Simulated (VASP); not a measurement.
Write the native input for VASP 6.6.1 that does the following.

| Quantity | Value |
| --- | --- |
| Task | single point |
| Functional | r2SCAN |
| Potentials or basis | VASP PAW PBE potentials, release 64 (C) |
| Cutoff | 660 eV |
| k mesh | 12 × 12 × 12 |
| Occupations | gaussian, width 0.02 eV |
| Spin | no spin polarisation |
| Dipole correction | no |
| Further INCAR settings | ALGO = Normal; EDIFF = 1e-06; NBANDS = 11 |

Crystal: C.

```
C
1.0
     0.00000    1.78579    1.78579
     1.78579    0.00000    1.78579
     1.78579    1.78579    0.00000
C
2
Direct
  0.00000 0.00000 0.00000
  0.25000 0.25000 0.25000
```

The input as run:

POSCAR

```
C
1.0
    0.0000000000      1.7857921262      1.7857921262
    1.7857921262      0.0000000000      1.7857921262
    1.7857921262      1.7857921262      0.0000000000
C
2
Direct
    0.0000000000      0.0000000000      0.0000000000
    0.2500000000      0.2500000000      0.2500000000
```

INCAR.step1

```
ALGO = Normal
EDIFF = 1E-5
ENCUT = 660
GGA = PE
GGA_COMPAT = False
ISMEAR = 0
LASPH = True
LCHARG = False
LREAL = False
LWAVE = True
NBANDS = 11
NELM = 120
PREC = Accurate
SIGMA = 0.02
```

INCAR.step2

```
ALGO = Normal
EDIFF = 1E-6
ENCUT = 660
GGA_COMPAT = False
ISIF = 2
ISMEAR = 0
ISTART = 1
LASPH = True
LCHARG = False
LMIXTAU = True
LREAL = False
LWAVE = False
METAGGA = R2SCAN
NBANDS = 11
NELM = 120
PREC = Accurate
SIGMA = 0.02
```

KPOINTS

```
k-points
0
Gamma
  12 12 12
```

Potentials or basis: VASP PAW PBE potentials, release 64 (C).

Launch:

```console
$ cat potpaw_PBE.64/C/POTCAR > POTCAR
$ cp INCAR.step1 INCAR
$ mpirun -np 1 vasp_std > vasp.out
$ cp INCAR.step2 INCAR
$ mpirun -np 1 vasp_std > vasp.out
```

Results of the run:

```
Pressure               : -4.1 GPa
Band gap on the k mesh : 4.33 eV (least direct gap 5.82 eV)
```

Caveat: the cell stands under tension; the PAW data sets were made with another functional, which shifts forces and pressure a little.

Wall time 17 s on 1 thread of Intel(R) Xeon(R) 6975P-C (Granite Rapids), on a shared host, peak memory 0.14 GiB.
